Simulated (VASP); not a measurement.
The system is Cu.

```
Cu
1.0
     2.55616    0.00000    0.00000
    -1.27808    2.21370    0.00000
     0.00000    0.00000    8.34842
Cu
4
Direct
  0.00000 0.00000 0.00000
  0.00000 0.00000 0.50000
  0.33333 0.66667 0.25000
  0.66667 0.33333 0.75000
```

This isn't the form of Cu at room conditions, which is fcc.

| Item | Value |
| --- | --- |
| Program | VASP 6.6.1 |
| Task | relaxation of cell and atoms |
| Functional | r2SCAN |
| Potentials or basis | VASP PAW PBE potentials, release 64 (Cu) |
| Cutoff | 600 eV |
| k mesh | 14 × 14 × 4 |
| Occupations | fermi-dirac, width 0.1 eV |
| Spin | no spin polarisation |

At the start: pressure -4.0 GPa; volume 11.81 Å³/atom.

Problem. Where does the relaxation end?

Solution. Over 4 steps the energy falls by 4.0 meV/atom and the volume is 11.49 Å³/atom (-2.7 %); space group P6_3/mmc (No. 194, to 0.1 Å) before and after.

Step by step:
```csv
step,energy change (eV),largest force (eV/Å),pressure (GPa),volume (Å³)
1,0.0000,0.0000,-4.05,47.24
2,-0.0095,0.0000,2.71,45.23
3,-0.0159,0.0000,-0.11,46.00
4,-0.0159,0.0000,0.00,45.97
```

Final structure:
```xyz
4
Lattice="2.5332 0.0000 0.0000 -1.2666 2.1938 0.0000 0.0000 0.0000 8.2720" Properties=species:S:1:pos:R:3 pbc="T T T"
Cu    2.5332    0.0000    8.2720
Cu    2.5332    0.0000    4.1360
Cu    0.0000    1.4625    2.0680
Cu    1.2666    0.7313    6.2040
```

Caveat: the PAW data sets were made with another functional, which shifts forces and pressure a little.
